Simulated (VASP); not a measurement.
A run of VASP 6.6.1 is set up as follows.

File INCAR:

```
SYSTEM = LaAl2BRu2
PREC = Accurate
ENCUT = 520
EDIFF = 1E-6
ISMEAR = 1
SIGMA = 0.05
LREAL = .False.
LASPH = .True.
NELM = 60
ALGO = Normal
ISIF = 2
LWAVE = .False.
LCHARG = .False.
GGA = PS
NBANDS = 33
```

Contents of KPOINTS:

```
regular mesh
0
Gamma
  6 6 4
  0 0 0
```

Contents of POSCAR:

```
LaAl2BRu2
1.0
    4.3132353885      0.0000000000      0.0000000000
    0.0000000000      4.3132353885      0.0000000000
    0.0000000000      0.0000000000      5.7994346288
La Al B Ru
1 2 1 2
Direct
    0.0000000000      0.0000000000      0.5000000000
    0.5000000000      0.5000000000      0.2537000000
    0.5000000000      0.5000000000      0.7463000000
    0.0000000000      0.0000000000      0.0000000000
    0.0000000000      0.5000000000      0.0000000000
    0.5000000000      0.0000000000      0.0000000000
```

Potentials or basis: VASP PAW PBE potentials, release 64 (La, Al, B, Ru_pv).

The run is started by

```sh
$ cat potpaw_PBE.64/La/POTCAR potpaw_PBE.64/Al/POTCAR potpaw_PBE.64/B/POTCAR potpaw_PBE.64/Ru_pv/POTCAR > POTCAR
$ mpirun -np 1 vasp_std > vasp.out
```

(1) Predict the pressure.

(2) Predict the largest force.

## Answers

(1) -11.6 GPa.

(2) 0.467 eV/Å.

Caveat: the cell stands under tension; the PAW data sets were made with another functional, which shifts forces and pressure a little.
